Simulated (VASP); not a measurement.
Here is a VASP 6.6.1 calculation.

INCAR

```
PREC = Accurate ; ENCUT = 520
EDIFF = 1E-6 ; ISMEAR = 0
SIGMA = 0.1 ; LREAL = False
LASPH = True ; NELM = 100
ALGO = Normal ; ISIF = 2
LWAVE = False ; LCHARG = False
GGA = PE ; NBANDS = 46
```

KPOINTS

```
regular mesh
0
Gamma
  6 6 4
```

The input POSCAR:

```
K
1.0
    6.2316811733     -4.8374622325      0.0000000000
    6.2316811733      4.8374622325      0.0000000000
    0.0000000000      0.0000000000      9.7699127034
K
8
Direct
    0.7502102200      0.7502102200      0.5000000000
    0.2497897800      0.2497897800      0.5000000000
    0.2496222166      0.7503777834      0.2502267124
    0.7496222166      0.2503777834      0.2497732876
    0.7497897800      0.7497897800      0.0000000000
    0.2502102200      0.2502102200      0.0000000000
    0.2503777834      0.7496222166      0.7502267124
    0.7503777834      0.2496222166      0.7497732876
```

Potentials or basis: VASP PAW PBE potentials, release 64 (K_sv).

The run is started by

```bash
$ cat potpaw_PBE.64/K_sv/POTCAR > POTCAR
$ mpirun -np 1 vasp_std > vasp.out
```

Question: Predict the pressure.

Answer: 0.0 GPa.

Question: Predict the band gap on the k mesh.

Answer: Zero (band 36 reaches 0.68 eV, above the bottom of band 37 at -0.62 eV).
